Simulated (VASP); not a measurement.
# CdS (F-43m) in VASP: a series of runs, part 2 of 2

VASP 6.6.1. The steps go on from the part before.

## (4) Elastic constants, PBE

File INCAR:

```
SYSTEM = CdS
ALGO = Normal ; EDIFF = 1E-8
ENCUT = 600 ; GGA = PE
IBRION = 6 ; ISIF = 3
ISMEAR = 0 ; LASPH = .TRUE.
LCHARG = .FALSE. ; LREAL = .FALSE.
LWAVE = .FALSE. ; NELM = 100
NFREE = 2 ; NSW = 1
POTIM = 0.015 ; PREC = Accurate
SIGMA = 0.01
```

File KPOINTS:

```
k-points
0
G
  6 6 6
  0 0 0
```

File POSCAR:

```
CdS
1.0
    0.0000000000      2.9165000000      2.9165000000
    2.9165000000      0.0000000000      2.9165000000
    2.9165000000      2.9165000000      0.0000000000
Cd S
1 1
Direct
    0.0000000000      0.0000000000      0.0000000000
    0.7500000000      0.7500000000      0.7500000000
```

Potentials or basis: VASP PAW PBE potentials, release 64 (Cd, S).

On the command line:

```sh
$ cat potpaw_PBE.64/Cd/POTCAR potpaw_PBE.64/S/POTCAR > POTCAR
$ mpirun -np 1 vasp_std > vasp.out
```

OUTCAR:

```text
SYSTEM = CdS
   EDIFF = 1E-8
   ENCUT = 600
   GGA = PE
   IBRION = 6
   ISIF = 3
   ISMEAR = 0
   LASPH = .TRUE.
   LREAL = .FALSE.
   NELM = 100
   NFREE = 2
   NSW = 1
   POTIM = 0.015
   PREC = Accurate

 ion  position               nearest neighbor table
   1  0.000  0.000  0.000-   2 2.53   2 2.53   2 2.53   2 2.53
   2  0.750  0.750  0.750-   1 2.53   1 2.53   1 2.53   1 2.53

  LATTYP: Found a face centered cubic cell.
 ALAT       =     5.8330000000

  Lattice vectors:

 A1 = (   0.0000000000,   2.9165000000,   2.9165000000)
 A2 = (   2.9165000000,   0.0000000000,   2.9165000000)
 A3 = (   2.9165000000,   2.9165000000,   0.0000000000)

Analysis of symmetry for initial positions (statically):
=====================================================================
 Subroutine PRICEL returns:
 Original cell was already a primitive cell.

 Routine SETGRP: Setting up the symmetry group for a
 face centered cubic supercell.

 Subroutine GETGRP returns: Found 24 space group operations
 (whereof 24 operations were pure point group operations)
 out of a pool of 48 trial point group operations.

The static configuration has the point symmetry T_d .

Analysis of symmetry for dynamics (positions and initial velocities):
=====================================================================
 Subroutine PRICEL returns:
 Original cell was already a primitive cell.

 Routine SETGRP: Setting up the symmetry group for a
 face centered cubic supercell.

 Subroutine GETGRP returns: Found 24 space group operations
 (whereof 24 operations were pure point group operations)
 out of a pool of 48 trial point group operations.

The dynamic configuration has the point symmetry T_d .

 Subroutine INISYM returns: Found 24 space group operations
 (whereof 24 operations are pure point group operations),
 and found     1 'primitive' translations

----------------------------------------------------------------------------------------

                                     Primitive cell

  volume of cell :      49.6153

  direct lattice vectors                    reciprocal lattice vectors
     0.000000000  2.916500000  2.916500000    -0.171438368  0.171438368  0.171438368
     2.916500000  0.000000000  2.916500000     0.171438368 -0.171438368  0.171438368
     2.916500000  2.916500000  0.000000000     0.171438368  0.171438368 -0.171438368

  length of vectors
     4.124553855  4.124553855  4.124553855     0.296939964  0.296939964  0.296939964

  position of ions in fractional coordinates (direct lattice)
     0.000000000  0.000000000  0.000000000
     0.750000000  0.750000000  0.750000000

  ion indices of the primitive-cell ions
   primitive index   ion index
                 1           1
[... 294 lines left out ...]
--------------------------------------- Ionic step       17  -------------------------------------------

 number of electron      17.9999999 magnetization

 Free energy of the ion-electron system (eV)
  ---------------------------------------------------
  ext. energy  EPLUGINS =         0.00000000
  ---------------------------------------------------
  free energy    TOTEN  =        -6.11838126 eV

  energy without entropy =       -6.11838126  energy(sigma->0) =       -6.11838126

 E-fermi :   1.4039     XC(G=0):  -9.1487

 val. band max:        1.3203730918   @ k =   0.0000   0.0000   0.0000
 cond. band min:       2.4654253946   @ k =   0.0000   0.0000   0.0000
 fundamental gap:      1.1450523028
 Fermi energy:         1.4038877210

 k-point     1 :       0.0000    0.0000    0.0000
  band No.  band energies     occupation
      1     -11.0533      2.00000
      2      -6.4252      2.00000
      3      -6.4145      2.00000
      4      -6.4040      2.00000
      5      -5.9350      2.00000
      6      -5.9349      2.00000
      7       1.3116      2.00000
      8       1.3165      2.00000
      9       1.3204      2.00000
     10       2.4654      0.00000
     11       7.8572      0.00000
     12       7.8616      0.00000
     13       7.8670      0.00000
[... 354 lines left out ...]
  band No.  band energies     occupation
      1     -10.5947      2.00000
      2      -6.2702      2.00000
      3      -6.2267      2.00000
      4      -5.9693      2.00000
      5      -5.8903      2.00000
      6      -5.5390      2.00000
      7      -2.8048      2.00000
      8      -0.2069      2.00000
      9       0.2635      2.00000
     10       5.2254      0.00000
     11       7.3417      0.00000
     12       8.8876      0.00000
     13       8.9789      0.00000

 [... further k-points ...]
[... 5 lines left out ...]
  --------------------------------------------------------------------------------------
  -------------------------------------------------------------------------------------
  Total        0.9861561      0.9884994      0.9884994      0.0000000     -0.1084853      0.0000000
  in kB       31.8449304     31.9206003     31.9206003      0.0000000     -3.5032052      0.0000000
  external PRESSURE =      31.8953770 kB  Pullay stress =       0.0000000 kB
[... 17 lines left out ...]
  FREE ENERGIE OF THE ION-ELECTRON SYSTEM (eV)
  ---------------------------------------------------
  free  energy   TOTEN  =        -6.1183812607 eV

  energy  without entropy=       -6.1183812607  energy(sigma->0) =       -6.11838126

 INTERNAL STRAIN TENSORS FROM STRAINED CELLS
 ============================================

 INTERNAL STRAIN TENSOR FOR ION    1 for displacements in x,y,z  (eV/Angst):
          X           Y           Z          XY          YZ          ZX
  --------------------------------------------------------------------------------
  x    -0.00000     0.00000    -0.00000     0.00000    -7.21698    -0.00000
  y    -0.00000    -0.00000     0.00000     0.00000     0.00000    -7.21704
  z    -0.00000     0.00000    -0.00000    -7.21783     0.00000     0.00000

 INTERNAL STRAIN TENSORS FROM DISPLACED ATOMS
 ============================================

 INTERNAL STRAIN TENSOR FOR ION    1 for displacements in x,y,z  (eV/Angst):
          X           Y           Z          XY          YZ          ZX
  --------------------------------------------------------------------------------
  x     0.00000     0.00000     0.00000     0.00000    -7.22541     0.00000
  y     0.00000     0.00000     0.00000     0.00000     0.00000    -7.22541
  z     0.00000     0.00000     0.00000    -7.22541     0.00000     0.00000

 INTERNAL STRAIN TENSOR FOR ION    2 for displacements in x,y,z  (eV/Angst):
          X           Y           Z          XY          YZ          ZX
  --------------------------------------------------------------------------------
  x     0.00000     0.00000     0.00000     0.00000     7.22524     0.00000
  y     0.00000     0.00000     0.00000     0.00000     0.00000     7.22524
  z     0.00000     0.00000     0.00000     7.22524     0.00000     0.00000

 Eigenvectors and eigenvalues of the dynamical matrix
 ----------------------------------------------------

   1 f  =    7.163953 THz    45.012443 2PiTHz  238.963746 cm-1    29.627715 meV
             X         Y         Z           dx          dy          dz
      0.000000  0.000000  0.000000     0.000000    0.470771    0.000000
      4.374750  4.374750  4.374750     0.000000   -0.882256    0.000000
[... 21 lines left out ...]
   6 f/i=    0.002761 THz     0.017349 2PiTHz    0.092105 cm-1     0.011420 meV
             X         Y         Z           dx          dy          dz
      0.000000  0.000000  0.000000     0.000000    0.000000    0.882256
      4.374750  4.374750  4.374750     0.000000    0.000000    0.470771

--------------------------------------------------------------------------------------------------------

 ELASTIC MODULI CONTR FROM IONIC RELAXATION (kBar)
 Direction    XX          YY          ZZ          XY          YZ          ZX
 --------------------------------------------------------------------------------
 XX          -0.0000     -0.0000     -0.0000     -0.0000     -0.0000     -0.0000
 YY          -0.0000     -0.0000     -0.0000     -0.0000     -0.0000     -0.0000
 ZZ          -0.0000     -0.0000     -0.0000     -0.0000     -0.0000     -0.0000
 XY          -0.0000     -0.0000     -0.0000   -321.9394      0.0000      0.0000
 YZ          -0.0000     -0.0000     -0.0000      0.0000   -321.9394      0.0000
 ZX          -0.0000     -0.0000     -0.0000      0.0000      0.0000   -321.9394
 --------------------------------------------------------------------------------

 TOTAL ELASTIC MODULI (kBar)
 Direction    XX          YY          ZZ          XY          YZ          ZX
 --------------------------------------------------------------------------------
 XX         753.6566    590.9471    590.9471      0.0000     -0.0000      0.0000
 YY         590.9471    753.6566    590.9471      0.0000     -0.0000     -0.0000
 ZZ         590.9471    590.9471    753.6566     -0.0000     -0.0000     -0.0000
 XY           0.0000      0.0000     -0.0000    237.8208      0.0000      0.0000
 YZ          -0.0000     -0.0000     -0.0000      0.0000    237.8208      0.0000
 ZX           0.0000     -0.0000     -0.0000      0.0000      0.0000    237.8208
 --------------------------------------------------------------------------------
```

OSZICAR:

```text
N       E                     dE             d eps       ncg     rms          rms(c)
DAV:   1     0.114412694206E+03    0.11441E+03   -0.99329E+03   424   0.142E+03
DAV:   2    -0.148061409866E+01   -0.11589E+03   -0.11117E+03   461   0.305E+02
DAV:   3    -0.662856721951E+01   -0.51480E+01   -0.51353E+01   501   0.659E+01
[... 212 lines left out ...]
DAV:   5    -0.611838116539E+01    0.19009E-06   -0.35275E-05  1246   0.449E-02    0.164E-02
DAV:   6    -0.611838123996E+01   -0.74570E-07   -0.16132E-06  1386   0.990E-03    0.815E-03
DAV:   7    -0.611838124761E+01   -0.76475E-08   -0.97440E-07  1334   0.654E-03    0.275E-03
DAV:   8    -0.611838125642E+01   -0.88123E-08   -0.18692E-07  1316   0.311E-03    0.276E-04
DAV:   9    -0.611838126070E+01   -0.42730E-08   -0.12106E-08  1164   0.808E-04
  17 F= -.61183813E+01 E0= -.61183813E+01  d E =-.133918E-34
```

Run time: 6.5 min. Hardware: 1 thread of Intel Xeon Platinum 8488C (Sapphire Rapids), shared host; peak memory 0.27 GiB.

What came out:

- Elastic constants C11, C12, C44: 75, 59, 24 GPa
- Voigt bulk modulus: 65 GPa
- Highest phonon frequency at Γ, LO-TO splitting left out: 239 cm⁻¹

Phonon frequencies in cm⁻¹ (negative: imaginary):
```tsv
q point	frequencies
(0.000, 0.000, 0.000)	0 0 0 239 239 239
```

Elastic tensor in Voigt notation (GPa, in the Cartesian axes of the cell as first typed):
```
75 59 59  0  0  0
59 75 59  0  0  0
59 59 75  0  0  0
 0  0  0 24  0  0
 0  0  0  0 24  0
 0  0  0  0  0 24
```

Clamped-ion elastic tensor (GPa):
```
75 59 59  0  0  0
59 75 59  0  0  0
59 59 75  0  0  0
 0  0  0 56  0  0
 0  0  0  0 56  0
 0  0  0  0  0 56
```

Caveat: the cell is under stress, which shifts elastic constants.

## (5) Elastic constants, PBEsol

File INCAR:

```
SYSTEM = CdS
ALGO = Normal
EDIFF = 1E-8
ENCUT = 600
GGA = PS
IBRION = 6
ISIF = 3
ISMEAR = 0
LASPH = .TRUE.
LCHARG = .TRUE.
LREAL = .FALSE.
LWAVE = .FALSE.
NBANDS = 16
NELM = 80
NFREE = 2
NSW = 1
POTIM = 0.015
PREC = Accurate
SIGMA = 0.01
```

KPOINTS is that of step 4.

POSCAR is that of step 4.

On the command line:

```sh
$ cat potpaw_PBE.64/Cd/POTCAR potpaw_PBE.64/S/POTCAR > POTCAR
$ mpirun -np 1 vasp_std > vasp.out
```

It took 9 min on 1 thread of Intel Xeon Platinum 8488C (Sapphire Rapids), shared host; peak memory 0.28 GiB.

It converged, with:

```yaml
Elastic_constants_C11_C12_C44: 75, 55, 26 GPa
Voigt_bulk_modulus: 62 GPa
Highest_phonon_frequency_at_Γ_LO-TO_splitting_left_out: 234 cm⁻¹
```

Phonon frequencies in cm⁻¹ (negative: imaginary):
```
              q point        frequencies
(0.000, 0.000, 0.000)  0 0 0 234 234 234
```

Elastic tensor in Voigt notation (GPa, in the Cartesian axes of the cell as first typed):
```
75 55 55  0  0  0
55 75 55  0  0  0
55 55 75  0  0  0
 0  0  0 26  0  0
 0  0  0  0 26  0
 0  0  0  0  0 26
```

Clamped-ion elastic tensor (GPa):
```
75 55 55  0  0  0
55 75 55  0  0  0
55 55 75  0  0  0
 0  0  0 54  0  0
 0  0  0  0 54  0
 0  0  0  0  0 54
```

Caveat: the PAW data sets were made with another functional, which shifts forces and pressure a little.
